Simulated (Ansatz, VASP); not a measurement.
## Gd in VASP and in Ansatz

Contents of INCAR:

```
PREC = Accurate
ENCUT = 520
EDIFF = 1E-6
ISMEAR = -1
SIGMA = 0.1
LREAL = F
LASPH = T
NELM = 150
ALGO = Normal
ISIF = 2
LWAVE = F
LCHARG = F
ISPIN = 2
MAGMOM = 7
LORBIT = 11
LMAXMIX = 6
GGA = PS
NBANDS = 19
```

The input KPOINTS:

```
Automatic mesh
0
Gamma
  10 10 10
```

The input POSCAR:

```
Gd
1.0
    0.0000000000      2.5858200000      2.5858200000
    2.5858200000      0.0000000000      2.5858200000
    2.5858200000      2.5858200000      0.0000000000
Gd
1
Direct
    0.0000000000      0.0000000000      0.0000000000
```

Input for Ansatz:

```yaml
crystal:
  lattice:
    - [0.0, 2.58582, 2.58582]
    - [2.58582, 0.0, 2.58582]
    - [2.58582, 2.58582, 0.0]
  atoms:
    - { symbol: Gd, position: [0.0, 0.0, 0.0], spin: 7.0 }
basis:
  ecutwfc: 500.0
kpoints:
  mp_grid:
    grid: [10, 10, 10]
hamiltonian:
  xc: pbesol
magnetization:
  spin_polarized: true
scf:
  occupations:
    method: fermi_dirac
    width: 0.1
output:
  stress: true
```

Alike in both runs: task single point; functional PBEsol; k mesh 10 × 10 × 10; occupations fermi-dirac, width 0.1 eV; collinear spin.

|  | VASP | Ansatz |
| --- | --- | --- |
| version | VASP 6.6.1 | Ansatz 0.2.0 |
| potentials or method | VASP PAW PBE potentials, release 64 (Gd), cutoff 520 eV | plane waves, PAW |
| valence electrons in the cell | 18 | 18 |

|  | VASP | Ansatz | Ansatz less VASP |
| --- | --- | --- | --- |
| pressure (GPa) | -2.9 | -3.1 | -0.13 |
| net moment per atom (μB) | 7.46 | 7.45 | -0.001 |
| size of the moment on the site where the two differ most (μB) | 6.91 | 7.24 | +0.326 |

VASP's potentials were made for PBE, not for PBEsol. Site moments also hang on the region over which each program counts them.

Spin-orbit coupling is off throughout.
